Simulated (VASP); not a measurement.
Al4Ni3Pd, 8 atoms in the cell. It takes space group Im-3m (No. 229, cubic). Conventional cell: a = 5.894 Å, b = 5.894 Å, c = 5.894 Å, α = 90.00°, β = 90.00°, γ = 90.00°. Al (site symmetry -3m) has 6 Ni at 2.55 Å and 2 Pd at 2.55 Å and 6 Al at 2.95 Å within 3.4 Å. Within 3.4 Å of Ni (site symmetry 4/mmm) lie 8 Al at 2.55 Å and 4 Ni at 2.95 Å and 2 Pd at 2.95 Å. Pd (site symmetry m-3m) has 8 Al at 2.55 Å and 6 Ni at 2.95 Å within 3.4 Å. 

```yaml
Program: VASP 6.6.1
Task: relaxation of cell and atoms
Functional: PBE
Potentials_or_basis: VASP PAW PBE potentials, release 64 (Al, Ni, Pd)
Cutoff: 600 eV
k_mesh: 10 × 10 × 10
Occupations: gaussian, width 0.1 eV
Spin: no spin polarisation
Dipole_correction: no
Further_INCAR_settings: ALGO = Fast; EDIFF = 1e-07; IBRION = 2; EDIFFG = -0.01; NSW = 100; ISIF = 3
```

Potentials or basis: VASP PAW PBE potentials, release 64 (Al, Ni, Pd).

Launch:

```console
$ cat potpaw_PBE.64/Al/POTCAR potpaw_PBE.64/Ni/POTCAR potpaw_PBE.64/Pd/POTCAR > POTCAR
$ mpirun -np 1 vasp_std > vasp.out
```

Hardware: 1 thread of Intel(R) Xeon(R) Platinum 8259CL CPU @ 2.50GHz (Skylake/Cascade Lake), with other jobs on the host.

Task: Estimate the wall time of this run.

Result: It took 7.5 min on 1 thread of Intel(R) Xeon(R) Platinum 8259CL CPU @ 2.50GHz (Skylake/Cascade Lake), with other jobs on the host, peak memory 0.38 GiB. Counts: scf iterations 27, k points 47, ion steps 1.
